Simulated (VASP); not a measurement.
# Cu5Si3 in VASP: further runs

Runs on Cu5Si3. Level: PBE. Tasks: single point.

All numbers are computed with VASP 6.6.1; they aren't measurements. Logs are shortened: lines on timing, memory, paths and dates and some standing lists are left out, and cuts for length are marked.

## 1. The cell of the first run

The cell holds a disordered packing, 16 atoms: a = 6.034 Å, b = 6.312 Å, c = 5.993 Å, α = 91.32°, β = 89.34°, γ = 91.28°.

## 2. Single point, PBE

INCAR reads:

```
SYSTEM = Cu5Si3
PREC     = Accurate       ! precision mode
ENCUT    = 400            ! plane-wave cutoff, eV
EDIFF    = 1E-6           ! SCF threshold, eV
ISMEAR   = -1             ! smearing method
SIGMA    = 0.1336         ! smearing width, eV
LREAL    = Auto         
LASPH    = .TRUE.         ! aspherical terms in the spheres
NELM     = 120            ! most SCF steps
ALGO     = Normal         ! electronic algorithm
ISIF     = 2              ! what is computed and relaxed
LWAVE    = .FALSE.        ! write WAVECAR
LCHARG   = .FALSE.        ! write CHGCAR
GGA      = PE             ! functional
ISYM     = -1           
NBANDS   = 81             ! bands
GGA_COMPAT= .FALSE.
```

KPOINTS reads:

```
explicit points
1
Reciprocal
  0.25000000   0.25000000   0.25000000 1
```

POSCAR reads:

```
Cu5Si3
1.0
    6.0333080000     -0.0687010000      0.0339860000
   -0.0687010000      6.3113540000     -0.0708020000
    0.0339860000     -0.0708020000      5.9927160000
Cu Si
10 6
Direct
    0.5248265521      0.2358532170      0.5186581717
    0.7537493839      0.5629599552      0.3985089172
    0.6773998926      0.2032625174      0.8789250617
    0.7208010153      0.9445259895      0.6199419739
    0.0490711257      0.2372124597      0.5418854131
    0.5501471319      0.5576152955      0.7881961998
    0.3693057129      0.9320457998      0.7454353723
    0.4026562584      0.3485310744      0.1525395199
    0.1925918530      0.7392425878      0.0579278956
    0.3388255685      1.0050220084      0.3035368675
    0.0411824527      0.6626102838      0.6433404330
    0.6021810599      0.8232646751      0.0847201937
    0.9051861097      0.5036573949      1.0062134257
    0.1130765445      0.1550965656      1.0546009735
    0.3896614560      0.6280602924      0.4336135553
    0.7766128491      0.1719868323      0.2450171254
```

Potentials or basis: VASP PAW PBE potentials, release 64 (Cu, Si).

Run with:

```console
$ cat potpaw_PBE.64/Cu/POTCAR potpaw_PBE.64/Si/POTCAR > POTCAR
$ mpirun -np 1 vasp_std > vasp.out
```

OUTCAR:

```text
SYSTEM = Cu5Si3
   PREC = Accurate
   ENCUT = 400
   EDIFF = 1E-6
   ISMEAR = -1
   LREAL = Auto
   LASPH = .TRUE.
   NELM = 120
   ISIF = 2
   GGA = PE
   ISYM = -1

 ion  position               nearest neighbor table
   1  0.525  0.236  0.519-  10 2.22  16 2.26   4 2.31   3 2.37   8 2.45   7 2.53   6 2.57   2 2.57
                            15 2.69
   2  0.754  0.563  0.399-  15 2.25  11 2.35  13 2.54   1 2.57  16 2.62   6 2.63  12 2.71   4 2.73

   3  0.677  0.203  0.879-   4 2.24  16 2.29   1 2.37  13 2.43   6 2.46   8 2.49   7 2.62  12 2.75
                            14 2.87
   4  0.721  0.945  0.620-   7 2.24   3 2.24   1 2.31  11 2.66  16 2.71   5 2.72   2 2.73
   5  0.049  0.237  0.542-  16 2.46  10 2.68   4 2.72  11 2.74
   6  0.550  0.558  0.788-  15 2.40  12 2.43   3 2.46  13 2.56   1 2.57   2 2.63   7 2.64   8 2.71

   7  0.369  0.932  0.745-   4 2.24   9 2.48   1 2.53  12 2.60   3 2.62   6 2.64  11 2.65  15 2.65
                            10 2.71  14 2.78
   8  0.403  0.349  0.153-  14 2.19  10 2.39  15 2.41   1 2.45   3 2.49  16 2.61   6 2.71
   9  0.193  0.739  0.058-  13 2.28  10 2.37   7 2.48  12 2.52  15 2.67  14 2.68  11 2.69
  10  0.339  0.005  0.304-   1 2.22  14 2.27  12 2.35   9 2.37   8 2.39  15 2.55   5 2.68   7 2.71
                            16 2.84
  11  0.041  0.663  0.643-   2 2.35  15 2.45  13 2.54   7 2.65   4 2.66   9 2.69   5 2.74
  12  0.602  0.823  0.085-  10 2.35   6 2.43   9 2.52  16 2.59   7 2.60   2 2.71  15 2.74   3 2.75
                            13 2.78
  13  0.905  0.504  0.006-   9 2.28   3 2.43   2 2.54  11 2.54   6 2.56  14 2.58  16 2.66  12 2.78

  14  0.113  0.155  0.055-   8 2.19  10 2.27  16 2.32  13 2.58   9 2.68   7 2.78   3 2.87
  15  0.390  0.628  0.434-   2 2.25   6 2.40   8 2.41  11 2.45  10 2.55   7 2.65   9 2.67   1 2.69
                            12 2.74
  16  0.777  0.172  0.245-   1 2.26   3 2.29  14 2.32   5 2.46  12 2.59   8 2.61   2 2.62  13 2.66
                             4 2.71  10 2.84

IMPORTANT INFORMATION: All symmetrisations will be switched off!
NOSYMM: (Re-)initialisation of all symmetry stuff for point group C_1.

----------------------------------------------------------------------------------------

                                     Primitive cell

  volume of cell :     228.1272

  direct lattice vectors                    reciprocal lattice vectors
     6.033308000 -0.068701000  0.033986000     0.165772159  0.001794171 -0.000918933
    -0.068701000  6.311354000 -0.070802000     0.001794171  0.158485028  0.001862274
     0.033986000 -0.070802000  5.992716000    -0.000918933  0.001862274  0.166896460

  length of vectors
     6.033794851  6.312125004  5.993230600     0.165784415  0.158506123  0.166909379

  position of ions in fractional coordinates (direct lattice)
     0.524826552  0.235853217  0.518658172
     0.753749384  0.562959955  0.398508917
     0.677399893  0.203262517  0.878925062
     0.720801015  0.944525990  0.619941974
[... 74 lines left out ...]
   EMIN   =  10.00;   EMAX   =-10.00  energy-range for DOS
   EFERMI =   0.00;   METHOD = LEGACY
   ISMEAR =    -1;   SIGMA  =   0.13  broadening in eV -4-tet -1-fermi 0-gaus
   EFERMI_NEDOS =   21; number of points for ismear=-14 and -15
   IALGO  =     38    algorithm
   IMIX   =      4    mixing-type and parameters
     AMIX     =   0.40;   BMIX     =  1.00
     AMIX_MAG =   1.60;   BMIX_MAG =  1.00
  volume/ion in A,a.u.               =      14.26        96.22
  Fermi-wavevector in a.u.,A,eV,Ry     =   1.371042  2.590894 25.575633  1.879756
  Thomas-Fermi vector in A             =   2.496774
   LORBIT       =      0    0 simple, 1 ext, 2 COOP (PROOUT), +10 PAW based schemes
   GGA     = PE    functional components
   LHFCALC =     F    Hartree Fock is set to
   AEXX    =    0.0000 exact exchange contribution
   IVDW    =     0    specifies the selected vdW correction
   LEPSILON=     F    determine dielectric tensor
   LRPA    =     F    only Hartree local field effects (RPA)
 non-spin polarized calculation
  energy-cutoff  :      400.00
  volume of cell :      228.13
 maximum number of plane-waves:      4153
 NGX is ok and might be reduce to    40
   NGX = 19   NGY = 21   NGZ = 19

 number of electron     134.0000017 magnetization

 Free energy of the ion-electron system (eV)
  ---------------------------------------------------
  ext. energy  EPLUGINS =         0.00000000
  ---------------------------------------------------
  free energy    TOTEN  =       -66.77803507 eV

  energy without entropy =      -66.61560045  energy(sigma->0) =      -66.69681776

 E-fermi :   7.3879     XC(G=0): -11.3943

 val. band max:        7.0590332396   @ k =   0.2500   0.2500   0.2500
 cond. band min:       7.7133871007   @ k =   0.2500   0.2500   0.2500
 fundamental gap:      0.6543538611
 Fermi energy:         7.3879004354

 k-point     1 :       0.2500    0.2500    0.2500
  band No.  band energies     occupation
      1      -4.0354      2.00000
      2      -2.8131      2.00000
      3      -1.8937      2.00000
      4      -1.1479      2.00000
      5      -0.6297      2.00000
      6      -0.0382      2.00000
[... 71 lines left out ...]
     78      11.4392      0.00000
     79      11.7661      0.00000
 [bands above 79 left out]

------------------------ aborting loop because EDIFF is reached ----------------------------------------

  FORCE on cell =-STRESS in cart. coord.  units (eV):
  Direction    XX          YY          ZZ          XY          YZ          ZX
  --------------------------------------------------------------------------------------
  -------------------------------------------------------------------------------------
  Total        5.2637623     -2.2723080      5.5119216     -0.9555748      1.3532593     -3.0986348
  in kB       36.9683251    -15.9588170     38.7111910     -6.7111691      9.5041772    -21.7622553
  external PRESSURE =      19.9068997 kB  Pullay stress =       0.0000000 kB

 VOLUME and BASIS-vectors are now :
 -----------------------------------------------------------------------------
  energy-cutoff  :      400.00
  volume of cell :      228.13
      direct lattice vectors                 reciprocal lattice vectors
     6.033308000 -0.068701000  0.033986000     0.165772159  0.001794171 -0.000918933
    -0.068701000  6.311354000 -0.070802000     0.001794171  0.158485028  0.001862274
     0.033986000 -0.070802000  5.992716000    -0.000918933  0.001862274  0.166896460

 POSITION                                       TOTAL-FORCE (eV/Angst)
 -----------------------------------------------------------------------------------
      3.16786      1.41577      3.10931        -0.292019      2.269272      0.965390
      4.52247      3.47304      2.37391         0.815008      0.112234     -0.383755
      4.10287      1.17409      5.27578         0.596543      0.424956      0.453164
      4.30499      5.86782      3.67276         2.072211     -2.137979     -1.327762
      0.29818      1.45539      3.23224        -0.233834      0.153986      0.248139
      3.30769      3.42571      4.70265         0.039013      0.492443      0.309689
[... 8 lines left out ...]
      2.32254      3.90644      2.56730        -1.367787      0.739000      0.269937
      4.68206      1.01477      1.48254         0.198246     -0.297094      1.098804
 -----------------------------------------------------------------------------------
    total drift:                               -0.002329      0.000581      0.002838

  FREE ENERGIE OF THE ION-ELECTRON SYSTEM (eV)
  ---------------------------------------------------
  free  energy   TOTEN  =       -66.7780350734 eV

  energy  without entropy=      -66.6156004472  energy(sigma->0) =      -66.69681776
```

OSZICAR:

```text
N       E                     dE             d eps       ncg     rms          rms(c)
DAV:   1     0.113217710208E+04    0.11322E+04   -0.46599E+04   162   0.196E+03
DAV:   2     0.833578944842E+02   -0.10488E+04   -0.10231E+04   162   0.449E+02
DAV:   3    -0.710878114636E+02   -0.15445E+03   -0.14303E+03   186   0.209E+02
[... 12 lines left out ...]
DAV:  16    -0.667780927866E+02    0.82392E-04   -0.23895E-04   196   0.296E-01    0.689E-02
DAV:  17    -0.667780494084E+02    0.43378E-04   -0.13267E-04   220   0.189E-01    0.394E-02
DAV:  18    -0.667780392883E+02    0.10120E-04   -0.54491E-05   220   0.901E-02    0.179E-02
DAV:  19    -0.667780359200E+02    0.33682E-05   -0.16466E-05   196   0.873E-02    0.778E-03
DAV:  20    -0.667780350734E+02    0.84664E-06   -0.95072E-06   172   0.478E-02
   1 F= -.66778035E+02 E0= -.66696818E+02  d E =-.162435E+00
```

stdout:

```text
POSCAR found type information on POSCAR CuSi
 POSCAR found :  2 types and      16 ions
 scaLAPACK will be used
 LDA part: xc-table for (Slater+PW92), standard interpolation
 POSCAR, INCAR and KPOINTS ok, starting setup
 FFT: planning ... GRIDC
 FFT: planning ... GRID_SOFT
 FFT: planning ... GRID
 WAVECAR not read
 entering main loop
```

It took 38 s on 1 thread of Intel Xeon Platinum 8559C (Emerald Rapids), shared host; peak memory 0.23 GiB.

What came out:

```
Free energy   : -66.7780 eV
Pressure      : 2.0 GPa
Largest force : 3.260 eV/Å
```

Forces in eV/Å, atoms in the order of the input:
```
Cu  -0.292  2.269  0.965
Cu   0.815  0.112 -0.384
Cu   0.597  0.425  0.453
Cu   2.072 -2.138 -1.328
Cu  -0.234  0.154  0.248
Cu   0.039  0.492  0.310
Cu  -2.038 -0.020  0.411
Cu   0.880  1.774 -0.399
Cu   0.390 -0.272 -0.412
Cu  -0.581 -1.434  0.482
Si   0.247  0.244  0.712
Si   0.632 -1.465 -0.484
Si  -0.942  0.387 -0.347
Si  -0.415 -0.971 -1.596
Si  -1.368  0.739  0.270
Si   0.198 -0.297  1.099
```

Stress tensor (GPa, compression positive):
```
 3.70 -0.67 -2.18
-0.67 -1.60  0.95
-2.18  0.95  3.87
```

Levels at points of the mesh, in eV from the Fermi level:
```tsv
k point	band 64	band 65	band 66	band 67	band 68	band 69	band 70	band 71
(0.25, 0.25, 0.25)	-1.33	-0.96	-0.75	-0.33	0.33	0.82	1.01	1.48
```

Caveat: the atoms stand as in a frame of molecular dynamics.

## 3. Single point, PBE

INCAR reads:

```
PREC = Accurate
ENCUT = 400
EDIFF = 1E-6
ISMEAR = -1
SIGMA = 0.1336
LREAL = Auto
LASPH = True
NELM = 120
ALGO = Normal
ISIF = 2
LWAVE = False
LCHARG = False
GGA = PE
NBANDS = 81
ISYM = -1
GGA_COMPAT = False
```

KPOINTS is that of step 2.

POSCAR reads:

```
Cu5Si3
1.0
    6.0333080000     -0.0687010000      0.0339860000
   -0.0687010000      6.3113540000     -0.0708020000
    0.0339860000     -0.0708020000      5.9927160000
Cu Si
10 6
Direct
    0.5591485443      0.3238265165      0.5731718878
    0.7316398574      0.5948064377      0.3696872959
    0.6883748191      0.1507626386      0.9193856658
    0.7630129091      0.8768537976      0.6319026708
    0.0944854082      0.1893047695      0.5916806295
    0.4630043988      0.6220584561      0.7789647157
    0.2722451992      0.9313513624      0.7404116954
    0.4014460589      0.3606317029      0.1867545367
    0.2571300280      0.7066053243      0.0744082064
    0.3226481504      1.0369223505      0.3116264238
    0.0097142548      0.6089772846      0.6280308730
    0.6634024561      0.8112015369      0.0945686889
    0.9808700925      0.4639644015      1.0063391552
    0.0195416791      0.0718781673      1.0394907709
    0.3530402545      0.6405690845      0.4306521694
    0.7911744164      0.2112379962      0.2903350032
```

Potentials or basis: VASP PAW PBE potentials, release 64 (Cu, Si).

Run with:

```console
$ cat potpaw_PBE.64/Cu/POTCAR potpaw_PBE.64/Si/POTCAR > POTCAR
$ mpirun -np 1 vasp_std > vasp.out
```

Wall time 42 s (1 thread of Intel Xeon Platinum 8559C (Emerald Rapids), shared host); peak memory 0.23 GiB.

It converged, with:

```yaml
Free_energy: -64.7217 eV
Pressure: 4.7 GPa
Largest_force: 4.432 eV/Å
```

Forces in eV/Å, atoms in the order of the input:
```
Cu  -0.629 -1.713  0.142
Cu   1.048 -0.587 -0.816
Cu  -1.701  0.648 -0.798
Cu  -0.414  1.376  0.238
Cu  -1.914  2.047 -0.351
Cu   1.784 -0.958  0.920
Cu   0.567 -0.427  0.383
Cu   0.266  0.750 -1.468
Cu  -0.894  1.317  0.908
Cu   0.392 -1.863 -0.004
Si   0.745 -0.220  1.337
Si  -0.403 -0.351 -1.112
Si  -1.284  0.147 -0.992
Si   4.074 -1.459 -0.957
Si  -0.713  1.119  0.263
Si  -0.923  0.173  2.309
```

Stress tensor (GPa, compression positive):
```
 3.72 -4.96 -3.63
-4.96  3.61 -1.04
-3.63 -1.04  6.75
```

Levels at points of the mesh, in eV from the Fermi level:
| k point | band 65 | band 66 | band 67 | band 68 | band 69 | band 70 |
| --- | --- | --- | --- | --- | --- | --- |
| (0.25, 0.25, 0.25) | -1.02 | -0.61 | -0.34 | 0.32 | 0.88 | 1.17 |

Caveat: the atoms stand as in a frame of molecular dynamics.

(Continued in part 2 of 2.)
